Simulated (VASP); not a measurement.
# NaB7P8 (a cell with a defect) in VASP: single point with PBEsol

Aim: the single point of NaB7P8 (a cell with a defect) with PBEsol.

Everything below comes from runs of VASP 6.6.1. Logs are shortened: lines on timing, memory, paths and dates and some standing lists are left out, and cuts for length are marked.

### 1 The cell of the first run

The cell holds a defect, 16 atoms: a = 9.040 Å, b = 4.520 Å, c = 4.520 Å, α = 90.00°, β = 90.00°, γ = 90.00°.

### 2 Single point, PBEsol

Input file INCAR:

```
ALGO = Normal ; EDIFF = 1E-6
ENCUT = 520 ; GGA = PS
ISIF = 2 ; ISMEAR = -1
LASPH = T ; LCHARG = F
LREAL = Auto ; LWAVE = F
NBANDS = 48 ; NELECT = 70.0
NELM = 80 ; PREC = Accurate
SIGMA = 0.05
```

Input file KPOINTS:

```
Automatic mesh
0
Gamma
  2 2 2
  0.5 0.5 0.5
```

Input file POSCAR:

```
NaB7P8
1.0
    9.0403780000      0.0000000000      0.0000000000
    0.0000000000      4.5201890000      0.0000000000
    0.0000000000      0.0000000000      4.5201890000
B P Na
7 8 1
Direct
    0.9943510000      0.0155240000      0.0226800000
    0.5033460000      0.0097710000      0.0126020000
    0.2530190000      0.5095790000      0.0086380000
    0.7513450000      0.5111040000      0.0082310000
    0.2545050000      0.0131500000      0.5053870000
    0.7576020000      0.0049060000      0.4931560000
    0.9807830000      0.5107820000      0.4990080000
    0.1324130000      0.2604280000      0.2403130000
    0.6237830000      0.2699200000      0.2416870000
    0.3663380000      0.7179070000      0.2282630000
    0.8642530000      0.7113300000      0.2557080000
    0.3684770000      0.2414840000      0.7653360000
    0.8763880000      0.2646360000      0.7337410000
    0.1147420000      0.7519730000      0.7380660000
    0.6140730000      0.7442310000      0.7628520000
    0.4883450000      0.4911890000      0.4939010000
```

Potentials or basis: VASP PAW PBE potentials, release 64 (B, P, Na_pv).

The run is started by

```bash
$ cat potpaw_PBE.64/B/POTCAR potpaw_PBE.64/P/POTCAR potpaw_PBE.64/Na_pv/POTCAR > POTCAR
$ mpirun -np 1 vasp_std > vasp.out
```

OUTCAR:

```text
EDIFF = 1E-6
   ENCUT = 520
   GGA = PS
   ISIF = 2
   ISMEAR = -1
   LASPH = T
   LREAL = Auto
   NELECT = 70.0
   NELM = 80
   PREC = Accurate

 ion  position               nearest neighbor table
   1  0.994  0.016  0.023-   8 1.94  13 2.03  14 2.06  11 2.09
   2  0.503  0.010  0.013-   9 1.91  15 1.93  12 1.96  10 2.06
   3  0.253  0.510  0.009-  10 1.71   8 1.89  12 1.94  14 2.06
   4  0.751  0.511  0.008-  11 1.76   9 1.91  15 1.97  13 2.01
   5  0.255  0.013  0.505-  12 1.87   8 1.98  14 2.02  10 2.09
   6  0.758  0.005  0.493-  13 1.93  11 1.96   9 2.05  15 2.13
   7  0.981  0.511  0.499-  11 1.77  13 1.80  14 1.96   8 2.13
   8  0.132  0.260  0.240-   3 1.89   1 1.94   5 1.98   7 2.13  10 2.96
   9  0.624  0.270  0.242-   4 1.91   2 1.91  16 1.95   6 2.05  11 2.95
  10  0.366  0.718  0.228-   3 1.71  16 1.93   2 2.06   5 2.09   8 2.96
  11  0.864  0.711  0.256-   4 1.76   7 1.77   6 1.96   1 2.09   9 2.95
  12  0.368  0.241  0.765-   5 1.87   3 1.94   2 1.96  16 1.99
  13  0.876  0.265  0.734-   7 1.80   6 1.93   4 2.01   1 2.03
  14  0.115  0.752  0.738-   7 1.96   5 2.02   1 2.06   3 2.06
  15  0.614  0.744  0.763-   2 1.93   4 1.97  16 2.02   6 2.13
  16  0.488  0.491  0.494-  10 1.93   9 1.95  12 1.99  15 2.02

  LATTYP: Found a simple tetragonal cell.
 ALAT       =     4.5201890000
 C/A-ratio  =     2.0000000000

  Lattice vectors:

 A1 = (   0.0000000000,   4.5201890000,   0.0000000000)
 A2 = (   0.0000000000,   0.0000000000,   4.5201890000)
 A3 = (   9.0403780000,   0.0000000000,   0.0000000000)

Analysis of symmetry for initial positions (statically):
=====================================================================
 Subroutine PRICEL returns:
 Original cell was already a primitive cell.

 Routine SETGRP: Setting up the symmetry group for a
 simple tetragonal supercell.

 Subroutine GETGRP returns: Found  1 space group operations
 (whereof  1 operations were pure point group operations)
 out of a pool of 16 trial point group operations.

The static configuration has the point symmetry C_1 .

Analysis of symmetry for dynamics (positions and initial velocities):
=====================================================================
 Subroutine PRICEL returns:
 Original cell was already a primitive cell.

 Routine SETGRP: Setting up the symmetry group for a
 simple tetragonal supercell.

 Subroutine GETGRP returns: Found  1 space group operations
[... 114 lines left out ...]
   IBRION =     -1    ionic relax: 0-MD 1-quasi-New 2-CG
   NFREE  =      0    steps in history (QN), initial steepest desc. (CG)
   ISIF   =      2    stress and relaxation
   ISYM   =      2    0-nonsym 1-usesym 2-fastsym
   POTIM  = 0.5000    time-step for ionic-motion
   TEBEG  =    0.0;   TEEND  =   0.0 temperature during run
   PSTRESS=    0.0 pullay stress
   NELECT =      70.0000    total number of electrons
   NUPDOWN=      -1.0000    fix difference up-down
   EMIN   =  10.00;   EMAX   =-10.00  energy-range for DOS
   EFERMI =   0.00;   METHOD = LEGACY
   ISMEAR =    -1;   SIGMA  =   0.05  broadening in eV -4-tet -1-fermi 0-gaus
   EFERMI_NEDOS =   21; number of points for ismear=-14 and -15
   IALGO  =     38    algorithm
   IMIX   =      4    mixing-type and parameters
     AMIX     =   0.40;   BMIX     =  1.00
     AMIX_MAG =   1.60;   BMIX_MAG =  1.00
  volume/ion in A,a.u.               =      11.54        77.91
  Fermi-wavevector in a.u.,A,eV,Ry     =   1.184698  2.238754 19.095898  1.403509
  Thomas-Fermi vector in A             =   2.320907
   LORBIT       =      0    0 simple, 1 ext, 2 COOP (PROOUT), +10 PAW based schemes
   GGA     = PS    functional components
   LHFCALC =     F    Hartree Fock is set to
   AEXX    =    0.0000 exact exchange contribution
   IVDW    =     0    specifies the selected vdW correction
   LEPSILON=     F    determine dielectric tensor
   LRPA    =     F    only Hartree local field effects (RPA)
 non-spin polarized calculation
  energy-cutoff  :      520.00
  volume of cell :      184.71
 maximum number of plane-waves:      4966
 NGX is ok and might be reduce to    70
   NGX = 33   NGY = 17   NGZ = 17

 number of electron      70.0000003 magnetization

 Free energy of the ion-electron system (eV)
  ---------------------------------------------------
  ext. energy  EPLUGINS =         0.00000000
  ---------------------------------------------------
  free energy    TOTEN  =       -73.22412524 eV

  energy without entropy =      -73.22371036  energy(sigma->0) =      -73.22391780

 E-fermi :   8.9071     XC(G=0): -11.2733

 val. band max:        8.5279196510   @ k =   0.2500  -0.2500  -0.2500
 cond. band min:       9.2763090480   @ k =   0.2500  -0.2500  -0.2500
 fundamental gap:      0.7483893969
 Fermi energy:         8.9070698941

 k-point     1 :       0.2500    0.2500    0.2500
  band No.  band energies     occupation
      1     -16.3228      2.00000
      2     -16.2746      2.00000
      3     -16.1648      2.00000
      4      -7.2777      2.00000
      5      -6.3659      2.00000
      6      -4.9194      2.00000
[... 189 lines left out ...]
     46      12.5858      0.00000
     47      12.9516      0.00000
 [bands above 47 left out]

------------------------ aborting loop because EDIFF is reached ----------------------------------------

  FORCE on cell =-STRESS in cart. coord.  units (eV):
  Direction    XX          YY          ZZ          XY          YZ          ZX
  --------------------------------------------------------------------------------------
  -------------------------------------------------------------------------------------
  Total       51.9479174     47.8406013     59.7397716      2.5321219      0.4359407      5.4757158
  in kB      450.5872986    414.9611454    518.1725021     21.9631894      3.7812743     47.4954165
  external PRESSURE =     461.2403154 kB  Pullay stress =       0.0000000 kB

 VOLUME and BASIS-vectors are now :
 -----------------------------------------------------------------------------
  energy-cutoff  :      520.00
  volume of cell :      184.71
      direct lattice vectors                 reciprocal lattice vectors
     9.040378000  0.000000000  0.000000000     0.110614844  0.000000000  0.000000000
     0.000000000  4.520189000  0.000000000     0.000000000  0.221229688  0.000000000
     0.000000000  0.000000000  4.520189000     0.000000000  0.000000000  0.221229688

 POSITION                                       TOTAL-FORCE (eV/Angst)
 -----------------------------------------------------------------------------------
      8.98931      0.07017      0.10252         0.324021     -1.244378     -1.627057
      4.55044      0.04417      0.05696        -0.912383     -0.846979     -0.326584
      2.28739      2.30339      0.03905        -3.282454     -1.711372     -3.655575
      6.79244      2.31029      0.03721        -1.655185     -1.747795     -2.780295
      2.30082      0.05944      2.28444        -1.483734     -1.622839     -0.965926
      6.84901      0.02218      2.22916        -1.747225     -0.487357      0.188354
[... 8 lines left out ...]
      5.55145      3.36406      3.44824         5.171618      4.864792      3.264579
      4.41482      2.22027      2.23253         0.229213     -0.008012      2.086676
 -----------------------------------------------------------------------------------
    total drift:                               -0.004439      0.001150     -0.001588

  FREE ENERGIE OF THE ION-ELECTRON SYSTEM (eV)
  ---------------------------------------------------
  free  energy   TOTEN  =       -73.2241252446 eV

  energy  without entropy=      -73.2237103633  energy(sigma->0) =      -73.22391780
```

Wall time 46 s (1 thread of Intel Xeon Platinum 8488C (Sapphire Rapids), shared host); peak memory 0.27 GiB.

What came out:

* Free energy: -73.2241 eV
* Largest force: 9.381 eV/Å

Forces in eV/Å, atoms in the order of the input:
```
B    0.324 -1.244 -1.627
B   -0.912 -0.847 -0.327
B   -3.282 -1.711 -3.656
B   -1.655 -1.748 -2.780
B   -1.484 -1.623 -0.966
B   -1.747 -0.487  0.188
B    4.131 -0.930  0.155
P   -1.545 -0.149  1.736
P    6.117 -5.316 -3.453
P   -2.394  8.839 -2.035
P    1.042  5.197 -0.095
P   -2.972 -3.980  4.806
P   -1.069 -1.840  2.258
P    0.047  0.984  0.444
P    5.172  4.865  3.265
Na   0.229 -0.008  2.087
```

Levels at points of the mesh, in eV from the Fermi level:
| k point | band 32 | band 33 | band 34 | band 35 | band 36 | band 37 | band 38 | band 39 |
| --- | --- | --- | --- | --- | --- | --- | --- | --- |
| (0.25, 0.25, 0.25) | -2.44 | -2.16 | -1.55 | -0.39 | 0.54 | 1.04 | 1.26 | 1.45 |

Caveat: the k points lie up to 0.70 Å⁻¹ apart; the cell carries a net charge on a neutralising background, which shifts energy and pressure; the cell is charged against a uniform background, so pressure and absolute levels hang on convention; the PAW data sets were made with another functional, which shifts forces and pressure a little.
